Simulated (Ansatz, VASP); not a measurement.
Two plane-wave programs on In2BiSb

```xyz
4
Lattice="4.7304 0.0000 0.0000 0.0000 4.7304 0.0000 0.0000 0.0000 6.6567" Properties=species:S:1:pos:R:3 pbc="T T T"
Sb    0.0000    0.0000    0.0000
In    0.0000    2.3652    5.0383
In    2.3652    0.0000    1.6184
Bi    2.3652    2.3652    3.3284
```

Alike in both runs: task single point; functional PBE; k mesh 4 × 4 × 4; occupations fermi-dirac, width 0.02 eV; no spin polarisation.

```csv
,VASP,Ansatz
version,VASP 6.6.1,Ansatz 0.2.0
potentials or method,"VASP PAW PBE potentials, release 64 (Sb, In_d, Bi_d)","plane waves, PAW"
plane-wave cutoff (eV),520,420
valence electrons in the cell,46,56
```

```csv
,VASP,Ansatz,Ansatz less VASP
pressure (GPa),1.2,1.2,+0.02
```

The functional is the same, so the differences come from potentials, cutoffs and numerics. VASP's potentials hold 46 valence electrons a cell and Ansatz's 56, so a difference there can come from the potentials and not from the codes.

Spin-orbit coupling is off throughout.
